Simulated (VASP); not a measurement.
# H3C2: single point with PBE+D3(BJ)

H3C2:

```
CELL_PARAMETERS angstrom
3.39630 -3.18623 0.09926
3.39630 3.18623 0.09926
-0.63051 0.00000 4.16763
ATOMIC_POSITIONS crystal
H 0.25570 0.25570 0.52880
H 0.74430 0.74430 0.47120
H 0.21993 0.49898 0.22351
H 0.50102 0.78007 0.77649
H 0.78007 0.50102 0.77649
H 0.49898 0.21993 0.22351
C 0.08029 0.08029 0.08090
C 0.91971 0.91971 0.91910
C 0.27293 0.27293 0.27304
C 0.72707 0.72707 0.72696
```

```yaml
Program: VASP 6.6.1
Task: single point
Functional: PBE
Dispersion: D3(BJ)
Potentials_or_basis: VASP PAW PBE potentials, release 64 (H, C)
Cutoff: 520 eV
k_mesh: 6 × 6 × 6
Occupations: gaussian, width 0.02 eV
Spin: no spin polarisation
Dipole_correction: no
Further_INCAR_settings: ALGO = Normal; EDIFF = 1e-06; NBANDS = 22
```

* Pressure: 0.2 GPa
* Largest force: 0.064 eV/Å
* Band gap on the k mesh: 4.69 eV (least direct gap 4.96 eV)
* Dispersion energy per atom: -0.061 eV

Forces in eV/Å, atoms in the order of the input:
```
H   -0.004  0.000  0.021
H    0.004  0.000 -0.021
H    0.013  0.016 -0.002
H   -0.013  0.016  0.002
H   -0.013 -0.016  0.002
H    0.013 -0.016 -0.002
C    0.050  0.000  0.040
C   -0.050  0.000 -0.040
C   -0.012  0.000 -0.010
C    0.012  0.000  0.010
```

Stress tensor (GPa, compression positive):
```
0.25 0.00 0.06
0.00 0.18 0.00
0.06 0.00 0.20
```

Levels at points of the mesh, in eV from the valence-band top:
| k point | band 9 | band 10 | band 11 | band 12 | band 13 | band 14 |
| --- | --- | --- | --- | --- | --- | --- |
| (0.00, 0.00, 0.00) | -4.33 | -1.60 | -1.33 | 4.69 | 5.56 | 6.26 |
| (0.50, 0.00, 0.00) | -4.45 | -1.26 | -0.40 | 4.82 | 5.47 | 6.62 |
| (0.50, 0.50, 0.00) | -4.05 | -0.85 | -0.08 | 4.88 | 6.07 | 7.16 |
| (0.00, 0.00, 0.50) | -4.53 | -1.36 | -0.58 | 5.16 | 5.88 | 7.08 |
| (0.50, 0.00, 0.50) | -4.22 | -1.17 | -0.19 | 5.42 | 6.52 | 7.34 |
| (0.50, 0.50, 0.50) | -4.70 | -0.16 | 0.00 | 6.15 | 6.33 | 7.92 |

It took 52 s on 1 thread of Intel(R) Xeon(R) 6975P-C (Granite Rapids), with other jobs on the host, peak memory 0.24 GiB.

A k mesh can miss the band edges.
